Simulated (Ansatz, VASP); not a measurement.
## Ga: VASP beside Ansatz

```
Ga
1.0
    -1.36188    1.36188    2.26243
     1.36188   -1.36188    2.26243
     1.36188    1.36188   -2.26243
Ga
1
Direct
  0.00000 0.00000 0.00000
```

Change from the starting cell: strain -0.030 along x and y, +0.015 along z, atoms carried along.

Alike in both runs: task single point; functional r2SCAN; k mesh 24 × 24 × 24; occupations gaussian, width 0.15 eV; no spin polarisation.

|  | VASP | Ansatz |
| --- | --- | --- |
| version | VASP 6.6.1 | Ansatz 0.2.0 |
| potentials or method | VASP PAW PBE potentials, release 64 (Ga_d), cutoff 520 eV | scalar-relativistic, plane waves, PAW |
| valence electrons in the cell | 13 | 13 |

|  | VASP | Ansatz | Ansatz less VASP |
| --- | --- | --- | --- |
| gap on the k mesh at the Fermi level (eV) | none | none | - |
| pressure (GPa) | 4.4 | 4.3 | -0.07 |
| traceless stress, the component that is largest in VASP (GPa) | -0.87 | -0.80 | +0.075 |

VASP's potentials were made for PBE, not for r2SCAN. A gap of «none» marks a metal or a gap that the smearing closes. With one functional, cell and mesh, what is left measures potentials, basis and numerics.
